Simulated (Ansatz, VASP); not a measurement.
## GaB: VASP beside Ansatz

```
Ga B
1.0
    -1.62908    1.62908    2.27230
     1.62908   -1.62908    2.27230
     1.62908    1.62908   -2.27230
Ga B
1 1
Direct
  0.00000 0.00000 0.00000
  0.50000 0.50000 0.00000
```

Alike in both runs: task relaxation of cell and atoms; functional PBE; k mesh 24 × 24 × 24; occupations gaussian, width 0.1 eV; no spin polarisation.

|  | VASP | Ansatz |
| --- | --- | --- |
| version | VASP 6.6.1 | Ansatz 0.2.0 |
| potentials or method | VASP PAW PBE potentials, release 64 (Ga_d, B), cutoff 500 eV | scalar-relativistic, plane waves, PAW |
| valence electrons in the cell | 16 | 16 |

```tsv
	VASP	Ansatz	Ansatz less VASP
gap on the k mesh at the Fermi level, each at its own relaxed structure (eV)	none	none	-
relaxed volume (Å³/atom)	12.11	12.10	-0.017
relaxed length of the cell vector where the two differ most in proportion (Å)	3.248	3.246	-0.0014
```

A gap of «none» marks a metal or a gap that the smearing closes.
